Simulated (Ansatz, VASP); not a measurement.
## Two plane-wave programs on C

```xyz
1
Lattice="0.0000 1.6122 1.6122 1.6122 0.0000 1.6122 1.6122 1.6122 0.0000" Properties=species:S:1:pos:R:3 pbc="T T T"
C     0.0000    0.0000    0.0000
```

Alike in both runs: task single point; functional RPBE; k mesh 19 × 19 × 19; occupations fermi-dirac, width 0.1 eV; no spin polarisation.

|  | VASP | Ansatz |
| --- | --- | --- |
| version | VASP 6.6.1 | Ansatz 0.2.0 |
| potentials or method | VASP PAW PBE potentials, release 64 (C), cutoff 520 eV | plane waves (420 eV) with PAW, scalar-relativistic |
| valence electrons in the cell | 4 | 4 |

```csv
,VASP,Ansatz,Ansatz less VASP
pressure (GPa),-13.2,-13.2,+0.05
```

VASP's potentials were made for PBE, not for RPBE. With one functional, cell and mesh, what is left measures potentials, basis and numerics.
